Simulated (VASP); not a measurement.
# ZrAgAu (I4mm) in VASP: a series of runs

The runs below take ZrAgAu through relaxation of cell and atoms, single point, with PBEsol.

Everything below comes from runs of VASP 6.6.1. Logs are shortened: lines on timing, memory, paths and dates and some standing lists are left out, and cuts for length are marked.

## (1) The cell of the first run

The structure is tetragonal, space group I4mm (No. 107). The conventional cell has a = 3.627 Å, b = 3.627 Å, c = 8.970 Å, α = 90.00°, β = 90.00°, γ = 90.00°. Within 3.9 Å of Zr (site symmetry 4mm) lie 5 Ag at 2.98 Å and 5 Au at 2.98 Å and 4 Zr at 3.63 Å. Within 3.9 Å of Ag (site symmetry 4mm) lie 5 Au at 2.95 to 3.02 Å and 5 Zr at 2.98 Å and 4 Ag at 3.63 Å. Within 3.9 Å of Au (site symmetry 4mm) lie 5 Ag at 2.95 to 3.02 Å and 5 Zr at 2.98 Å and 4 Au at 3.63 Å.

## (2) Relaxation of cell and atoms, PBEsol

Contents of INCAR:

```
PREC = Accurate ; ENCUT = 600
EDIFF = 1E-7 ; ISMEAR = 0
SIGMA = 0.1 ; LREAL = F
LASPH = T ; NELM = 100
ALGO = Normal ; ISIF = 3
LWAVE = F ; LCHARG = F
GGA = PS ; IBRION = 2
NSW = 100 ; EDIFFG = -0.05
```

Contents of KPOINTS:

```
Automatic mesh
0
Gamma
  8 8 8
```

Contents of POSCAR:

```
ZrAgAu
1.0
   -1.8134090555      1.8134090555      4.4851880693
    1.8134090555     -1.8134090555      4.4851880693
    1.8134090555      1.8134090555     -4.4851880693
Zr Ag Au
1 1 1
Direct
    0.0000000000      0.0000000000      0.0000000000
    0.3316818800      0.3316818800      0.0000000000
    0.6683181200      0.6683181200      0.0000000000
```

Potentials or basis: VASP PAW PBE potentials, release 64 (Zr_sv, Ag, Au).

Launch:

```
$ cat potpaw_PBE.64/Zr_sv/POTCAR potpaw_PBE.64/Ag/POTCAR potpaw_PBE.64/Au/POTCAR > POTCAR
$ mpirun -np 1 vasp_std > vasp.out
```

OUTCAR:

```text
PREC = Accurate
   ENCUT = 600
   EDIFF = 1E-7
   ISMEAR = 0
   LREAL = F
   LASPH = T
   NELM = 100
   ISIF = 3
   GGA = PS
   IBRION = 2
   NSW = 100
   EDIFFG = -0.05

 ion  position               nearest neighbor table
   1  0.000  0.000  0.000-   2 2.98   3 2.98   3 2.98   2 2.98   3 2.98   3 2.98   3 2.98   2 2.98
                             2 2.98   2 2.98
   2  0.332  0.332  0.000-   3 2.95   3 2.95   3 2.95   3 2.95   1 2.98   1 2.98   1 2.98   1 2.98
                             1 2.98   3 3.02
   3  0.668  0.668  0.000-   2 2.95   2 2.95   2 2.95   2 2.95   1 2.98   1 2.98   1 2.98   1 2.98
                             1 2.98   2 3.02

  LATTYP: Found a body centered tetragonal cell.
 ALAT       =     3.6268181110
 C/A-ratio  =     2.4733460196

  Lattice vectors:

 A1 = (  -1.8134090555,   1.8134090555,   4.4851880693)
 A2 = (   1.8134090555,  -1.8134090555,   4.4851880693)
 A3 = (   1.8134090555,   1.8134090555,  -4.4851880693)

Analysis of symmetry for initial positions (statically):
=====================================================================
 Subroutine PRICEL returns:
 Original cell was already a primitive cell.

 Routine SETGRP: Setting up the symmetry group for a
 body centered tetragonal supercell.

 Subroutine GETGRP returns: Found  8 space group operations
 (whereof  8 operations were pure point group operations)
 out of a pool of 16 trial point group operations.

The static configuration has the point symmetry C_4v.

Analysis of symmetry for dynamics (positions and initial velocities):
=====================================================================
 Subroutine PRICEL returns:
 Original cell was already a primitive cell.

 Routine SETGRP: Setting up the symmetry group for a
 body centered tetragonal supercell.

 Subroutine GETGRP returns: Found  8 space group operations
 (whereof  8 operations were pure point group operations)
 out of a pool of 16 trial point group operations.

The dynamic configuration has the point symmetry C_4v.

 Subroutine INISYM returns: Found  8 space group operations
 (whereof  8 operations are pure point group operations),
 and found     1 'primitive' translations

----------------------------------------------------------------------------------------

                                     Primitive cell

  volume of cell :      58.9973

  direct lattice vectors                    reciprocal lattice vectors
    -1.813409055  1.813409055  4.485188069     0.000000000  0.275723780  0.111478046
     1.813409055 -1.813409055  4.485188069     0.275723780  0.000000000  0.111478046
     1.813409055  1.813409055 -4.485188069     0.275723780  0.275723780  0.000000000
[... 94 lines left out ...]
   POTIM  = 0.5000    time-step for ionic-motion
   TEBEG  =    0.0;   TEEND  =   0.0 temperature during run
   PSTRESS=    0.0 pullay stress
   NELECT =      34.0000    total number of electrons
   NUPDOWN=      -1.0000    fix difference up-down
   EMIN   =  10.00;   EMAX   =-10.00  energy-range for DOS
   EFERMI =   0.00;   METHOD = LEGACY
   ISMEAR =     0;   SIGMA  =   0.10  broadening in eV -4-tet -1-fermi 0-gaus
   EFERMI_NEDOS =   21; number of points for ismear=-14 and -15
   IALGO  =     38    algorithm
   IMIX   =      4    mixing-type and parameters
     AMIX     =   0.40;   BMIX     =  1.00
     AMIX_MAG =   1.60;   BMIX_MAG =  1.00
  volume/ion in A,a.u.               =      19.67       132.71
  Fermi-wavevector in a.u.,A,eV,Ry     =   1.362355  2.574478 25.252578  1.856012
  Thomas-Fermi vector in A             =   2.488852
   LORBIT       =      0    0 simple, 1 ext, 2 COOP (PROOUT), +10 PAW based schemes
   GGA     = PS    functional components
   LHFCALC =     F    Hartree Fock is set to
   AEXX    =    0.0000 exact exchange contribution
   IVDW    =     0    specifies the selected vdW correction
   LEPSILON=     F    determine dielectric tensor
   LRPA    =     F    only Hartree local field effects (RPA)
 conjugate gradient relaxation of ions
 non-spin polarized calculation
 Gauss-broadening in eV      SIGMA  =   0.10
  energy-cutoff  :      600.00
  volume of cell :       59.00
 maximum number of plane-waves:      1986
 NGX is ok and might be reduce to    42
   NGX = 21   NGY = 21   NGZ = 21

--------------------------------------- Ionic step        1  -------------------------------------------

 number of electron      34.0000001 magnetization

 Free energy of the ion-electron system (eV)
  ---------------------------------------------------
  ext. energy  EPLUGINS =         0.00000000
  ---------------------------------------------------
  free energy    TOTEN  =       -17.33986711 eV

  energy without entropy =      -17.32947185  energy(sigma->0) =      -17.33466948

------------------------ aborting loop because EDIFF is reached ----------------------------------------

  FORCE on cell =-STRESS in cart. coord.  units (eV):
  Direction    XX          YY          ZZ          XY          YZ          ZX
  --------------------------------------------------------------------------------------
  -------------------------------------------------------------------------------------
  Total       -3.3183781     -3.3183781     -3.5863969      0.0000000      0.0000000      0.0000000
  in kB      -90.1164842    -90.1164842    -97.3950125      0.0000000      0.0000000      0.0000000
  external PRESSURE =     -92.5426603 kB  Pullay stress =       0.0000000 kB
[... 246 lines left out ...]
--------------------------------------- Ionic step        8  -------------------------------------------

 number of electron      34.0000001 magnetization

 E-fermi :   9.9832     XC(G=0): -12.3212

 val. band max:        9.9780274462   @ k =   0.1250  -0.0000   0.0000
 cond. band min:      10.0058880120   @ k =   0.5000   0.5000   0.2500
 fundamental gap:      0.0278605658
 Fermi energy:         9.9831643792

 k-point     1 :       0.0000    0.0000    0.0000
  band No.  band energies     occupation
      1     -39.5115      2.00000
      2     -17.6574      2.00000
      3     -17.4427      2.00000
      4     -17.4427      2.00000
      5       1.2944      2.00000
      6       3.5308      2.00000
[... 603 lines left out ...]
--------------------------------------- Ionic step        9  -------------------------------------------

 number of electron      34.0000001 magnetization

 Free energy of the ion-electron system (eV)
  ---------------------------------------------------
  ext. energy  EPLUGINS =         0.00000000
  ---------------------------------------------------
  free energy    TOTEN  =       -17.47993581 eV

  energy without entropy =      -17.47178168  energy(sigma->0) =      -17.47585875

 E-fermi :  10.0254     XC(G=0): -12.3365

 val. band max:       10.0204049953   @ k =   0.1250  -0.0000   0.0000
 cond. band min:      10.0462016076   @ k =   0.5000   0.5000   0.2500
 fundamental gap:      0.0257966123
 Fermi energy:        10.0253950467

 k-point     1 :       0.0000    0.0000    0.0000
  band No.  band energies     occupation
      1     -39.4637      2.00000
      2     -17.6117      2.00000
      3     -17.3960      2.00000
      4     -17.3960      2.00000
      5       1.3158      2.00000
      6       3.5547      2.00000
[... 597 lines left out ...]
  FREE ENERGIE OF THE ION-ELECTRON SYSTEM (eV)
  ---------------------------------------------------
  free  energy   TOTEN  =       -17.4799358135 eV

  energy  without entropy=      -17.4717816810  energy(sigma->0) =      -17.47585875

 reached required accuracy - stopping structural energy minimisation
```

OSZICAR:

```text
N       E                     dE             d eps       ncg     rms          rms(c)
DAV:   1     0.281681385916E+03    0.28168E+03   -0.19811E+04  2478   0.179E+03
DAV:   2    -0.673761436423E+01   -0.28842E+03   -0.27889E+03  2748   0.403E+02
DAV:   3    -0.186859157239E+02   -0.11948E+02   -0.11723E+02  3546   0.746E+01
[... 97 lines left out ...]
DAV:   4    -0.174799142120E+02    0.19994E-04   -0.22269E-04  3563   0.107E-01    0.524E-02
DAV:   5    -0.174799302301E+02   -0.16018E-04   -0.35601E-05  3720   0.329E-02    0.158E-02
DAV:   6    -0.174799348539E+02   -0.46238E-05   -0.13377E-05  3629   0.195E-02    0.694E-03
DAV:   7    -0.174799354938E+02   -0.63995E-06   -0.83567E-07  2918   0.796E-03    0.287E-03
DAV:   8    -0.174799358355E+02   -0.34169E-06   -0.16611E-07  1768   0.383E-03    0.686E-04
DAV:   9    -0.174799358135E+02    0.21971E-07   -0.26493E-08  1254   0.170E-03
   9 F= -.17479936E+02 E0= -.17475859E+02  d E =-.186452E-03
```

Wall time 9.1 min (1 thread of AMD EPYC 9R45 (Zen 5), shared host); peak memory 0.33 GiB.

What came out:

```
Free energy                           : -17.4799 eV
Relaxed volume                        : 18.25 Å³/atom
Relaxed cell                          : a = 5.048 Å, b = 5.048 Å, c = 5.048 Å, α = 139.03°, β = 139.03°, γ = 59.33°
Space group after relaxing (to 0.1 Å) : I4mm (No. 107)
Energy gained by relaxing             : 46.7 meV/atom
Ionic steps                           : 9
Pressure after relaxing               : -0.1 GPa
Largest force after relaxing          : 0.028 eV/Å
Band gap on the k mesh                : zero (bands 17 and 18 overlap by 0.03 eV)
```

Forces in eV/Å, atoms in the order of the input:
```
Zr   0.000  0.000 -0.021
Ag   0.000  0.000 -0.007
Au   0.000  0.000  0.028
```

Stress tensor (GPa, compression positive):
```
-0.12  0.00  0.00
 0.00 -0.12  0.00
 0.00  0.00  0.01
```

Step by step:
```csv
step,energy change (eV),largest force (eV/Å),pressure (GPa),volume (Å³)
1,0.0000,0.2997,-9.25,59.00
2,0.1125,0.2218,17.78,49.82
3,-0.1352,0.2536,-0.16,54.80
4,-0.1353,0.2533,0.06,54.72
5,-0.1353,0.2530,0.29,54.64
6,-0.1390,0.1159,0.29,54.63
7,-0.1399,0.0424,0.31,54.62
8,-0.1398,0.0128,-0.50,54.91
9,-0.1401,0.0282,-0.08,54.76
```

Final structure:
```
Zr Ag Au
1.0
    -1.76656    1.76656    4.38639
     1.76656   -1.76656    4.38639
     1.76656    1.76656   -4.38639
Zr Ag Au
1 1 1
Direct
  0.00245 0.00245 0.00000
  0.32878 0.32878 0.00000
  0.66877 0.66877 0.00000
```

Caveat: the PAW data sets were made with another functional, which shifts forces and pressure a little; spin-orbit coupling is left out, which moves the levels of the heavy elements; the relaxation stopped at a loose force limit of 0.05 eV/Å, so its end isn't a converged minimum.

## (3) Single point, PBEsol

This run uses another cell than the first one, of 18.25 Å³/atom.

Contents of INCAR:

```
ALGO = Fast
EDIFF = 1E-7
ENCUT = 520
GGA = PS
ISIF = 2
ISMEAR = 0
LASPH = T
LCHARG = F
LREAL = F
LWAVE = F
NBANDS = 24
NELM = 100
PREC = Accurate
SIGMA = 0.1
```

Contents of KPOINTS:

```
k-points
0
Gamma
  16 16 16
```

Contents of POSCAR:

```
ZrAgAu
1.0
   -1.7660002263      1.7660002263      4.3898122660
    1.7660002263     -1.7660002263      4.3898122660
    1.7660002263      1.7660002263     -4.3898122660
Zr Ag Au
1 1 1
Direct
    0.0022691220      0.0022691220      0.0000000000
    0.3287943997      0.3287943997      0.0000000000
    0.6689364783      0.6689364783      0.0000000000
```

Potentials or basis: VASP PAW PBE potentials, release 64 (Zr_sv, Ag, Au).

Launch:

```
$ cat potpaw_PBE.64/Zr_sv/POTCAR potpaw_PBE.64/Ag/POTCAR potpaw_PBE.64/Au/POTCAR > POTCAR
$ mpirun -np 1 vasp_std > vasp.out
```

Wall time 14 min (1 thread of AMD EPYC 9R45 (Zen 5), shared host); peak memory 0.63 GiB.

The run converged. Its results:

```
Free energy            : -17.4159 eV
Pressure               : 0.0 GPa
Largest force          : 0.004 eV/Å
Band gap on the k mesh : zero (bands 17 and 18 overlap by 1.15 eV)
```

Forces on the atoms (eV/Å):
```
Zr   0.000  0.000  0.001
Ag   0.000  0.000 -0.004
Au   0.000  0.000  0.003
```

Stress tensor (GPa, compression positive):
```
-0.06  0.00  0.00
 0.00 -0.06  0.00
 0.00  0.00  0.07
```

Levels at points of the mesh, in eV from the Fermi level:
```csv
k point,band 13,band 14,band 15,band 16,band 17,band 18,band 19,band 20,band 21,band 22
"(0.00, 0.00, 0.00)",-4.90,-4.90,-4.01,-2.02,-0.13,0.45,0.45,2.10,2.67,6.76
"(0.50, 0.00, 0.00)",-4.65,-3.98,-3.70,-2.79,-0.27,0.22,0.78,1.38,2.54,3.69
"(0.50, 0.50, 0.00)",-4.44,-4.03,-3.28,-2.36,-1.00,0.63,1.03,1.91,3.49,4.12
"(0.50, 0.50, 0.50)",-4.71,-4.66,-4.31,-3.72,-0.18,2.01,2.01,2.05,2.74,4.55
```

Caveat: the PAW data sets were made with another functional, which shifts forces and pressure a little; spin-orbit coupling is left out, which moves the levels of the heavy elements.

## (4) Single point, PBEsol

This run uses another cell than the first one, of 18.28 Å³/atom.

Contents of INCAR:

```
SYSTEM = ZrAgAu
  PREC = Accurate
  ENCUT = 520
  EDIFF = 1E-6
  ISMEAR = -1
  SIGMA = 0.15
  LREAL = .FALSE.
  LASPH = .TRUE.
  NELM = 60
  ALGO = Fast
  ISIF = 2
  LWAVE = .FALSE.
  LCHARG = .FALSE.
  GGA = PS
  NBANDS = 24
```

Contents of KPOINTS:

```
Automatic mesh
0
G
  16 16 16
  0 0 0
```

Contents of POSCAR:

```
ZrAgAu
1.0
   -1.7658218130      1.7658218130      4.3965905448
    1.7658218130     -1.7658218130      4.3965905448
    1.7658218130      1.7658218130     -4.3965905448
Zr Ag Au
1 1 1
Direct
    0.0022622669      0.0022622669      0.0000000000
    0.3291653519      0.3291653519      0.0000000000
    0.6685723812      0.6685723812      0.0000000000
```

Launch:

```
$ cat potpaw_PBE.64/Zr_sv/POTCAR potpaw_PBE.64/Ag/POTCAR potpaw_PBE.64/Au/POTCAR > POTCAR
$ mpirun -np 1 vasp_std > vasp.out
```

Wall time 10 min (1 thread of AMD EPYC 9R45 (Zen 5), shared host); peak memory 0.63 GiB.

Results (log left out):

```
Free energy            : -17.5350 eV
Pressure               : -0.2 GPa
Largest force          : 0.004 eV/Å
Band gap on the k mesh : zero (bands 17 and 18 overlap by 0.18 eV)
```

Forces on the atoms (eV/Å):
```
Zr   0.000  0.000  0.004
Ag   0.000  0.000 -0.004
Au   0.000  0.000  0.000
```

Levels at points of the mesh, in eV from the Fermi level:
| k point | band 13 | band 14 | band 15 | band 16 | band 17 | band 18 | band 19 | band 20 | band 21 | band 22 |
| --- | --- | --- | --- | --- | --- | --- | --- | --- | --- | --- |
| (0.00, 0.00, 0.00) | -4.87 | -4.87 | -4.00 | -2.01 | -0.12 | 0.47 | 0.47 | 2.11 | 2.67 | 6.73 |
| (0.50, 0.00, 0.00) | -4.62 | -3.96 | -3.68 | -2.77 | -0.27 | 0.23 | 0.80 | 1.39 | 2.55 | 3.70 |
| (0.50, 0.50, 0.00) | -4.40 | -4.01 | -3.27 | -2.34 | -0.98 | 0.65 | 1.03 | 1.92 | 3.49 | 4.12 |
| (0.50, 0.50, 0.50) | -4.67 | -4.65 | -4.30 | -3.69 | -0.17 | 2.02 | 2.02 | 2.06 | 2.75 | 4.57 |

Caveat: the PAW data sets were made with another functional, which shifts forces and pressure a little; spin-orbit coupling is left out, which moves the levels of the heavy elements.

## (5) The runs side by side

| task | cell | k mesh | cutoff (eV) | smearing | gap on the mesh (eV) | pressure (GPa) |
| --- | --- | --- | --- | --- | --- | --- |
| relaxation of cell and atoms | relaxed from a = 5.167 Å, angles 138.9, 138.9, 59.5°, 3 atoms, atomic positions A | 8 × 8 × 8 | 600 | gaussian 0.1 eV | none | -0.1 |
| single point | a = 5.051 Å, angles 139.1, 139.1, 59.3°, 3 atoms, atomic positions B | 16 × 16 × 16 | 520 | gaussian 0.1 eV | none | 0.0 |
| single point | a = 5.056 Å, angles 139.1, 139.1, 59.2°, 3 atoms, atomic positions C | 16 × 16 × 16 | 520 | fermi-dirac 0.15 eV | none | -0.2 |

Alike in all rows: level PBEsol; potentials or basis VASP PAW PBE potentials, release 64 (Zr_sv, Ag, Au); no spin polarisation.

Caveats: the PAW data sets were made with another functional, which shifts forces and pressure a little; spin-orbit coupling is left out, which moves the levels of the heavy elements; the relaxation stopped at a loose force limit of 0.05 eV/Å, so its end isn't a converged minimum (at least some runs).

Absolute energies hang on the potentials; compare differences alone.

The gap in the log of VASP goes by the Fermi energy; the results here count the filled bands.